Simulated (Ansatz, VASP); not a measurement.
One calculation of Re, two programs

```xyz
1
Lattice="-1.5426 1.5426 1.5426 1.5426 -1.5426 1.5426 1.5426 1.5426 -1.5426" Properties=species:S:1:pos:R:3 pbc="T T T"
Re    0.0000    0.0000    0.0000
```

Alike in both runs: functional PBEsol; k mesh 18 × 18 × 18; occupations gaussian, width 0.1 eV; no spin polarisation.

Ansatz relaxed the structure, and its values are those at the end. VASP's run is a single point on that final structure, the one shown.

|  | VASP | Ansatz |
| --- | --- | --- |
| version | VASP 6.6.1 | Ansatz 0.2.0 |
| potentials or method | VASP PAW PBE potentials, release 64 (Re), cutoff 520 eV | scalar-relativistic, plane waves, PAW |
| valence electrons in the cell | 7 | 15 |

|  | VASP | Ansatz | Ansatz less VASP |
| --- | --- | --- | --- |
| gap on the k mesh at the Fermi level (eV) | none | none | - |
| pressure (GPa) | 0.0 | 0.0 | -0.01 |

VASP's potentials were made for PBE, not for PBEsol. A gap of «none» marks a metal or a gap that the smearing closes. VASP's potentials hold 7 valence electrons a cell and Ansatz's 15, so a difference there can come from the potentials and not from the codes.

Spin-orbit coupling is off throughout.
